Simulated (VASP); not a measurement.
## Ag: single point with PBEsol

Ag:

```
Ag
1.0
     0.00000    2.02721    2.02721
     2.02721    0.00000    2.02721
     2.02721    2.02721    0.00000
Ag
1
Direct
  0.00000 0.00000 0.00000
```

| Item | Value |
| --- | --- |
| Program | VASP 6.6.1 |
| Task | single point |
| Functional | PBEsol |
| Potentials or basis | VASP PAW PBE potentials, release 64 (Ag) |
| Cutoff | 520 eV |
| k mesh | 18 × 18 × 18 |
| Occupations | gaussian, width 0.1 eV |
| Spin | no spin polarisation |

```
Pressure : -0.3 GPa
```

Levels at points of the mesh, in eV from the Fermi level:
```tsv
k point	band 2	band 3	band 4	band 5	band 6	band 7	band 8	band 9	band 10	band 11
(0.00, 0.00, 0.00)	-4.81	-4.81	-4.81	-3.71	-3.71	16.08	19.79	19.79	19.79	24.67
(0.50, 0.00, 0.00)	-4.83	-4.83	-2.88	-2.88	-0.47	3.76	15.32	18.10	18.10	23.20
(0.50, 0.50, 0.00)	-6.38	-2.91	-2.67	-2.67	1.57	6.95	10.77	10.77	17.49	17.57
```

Run time: 15 s on 1 thread of Intel(R) Xeon(R) Platinum 8559C (Emerald Rapids) (shared host), peak memory 0.16 GiB.

Caveat: the PAW data sets were made with another functional, which shifts forces and pressure a little.
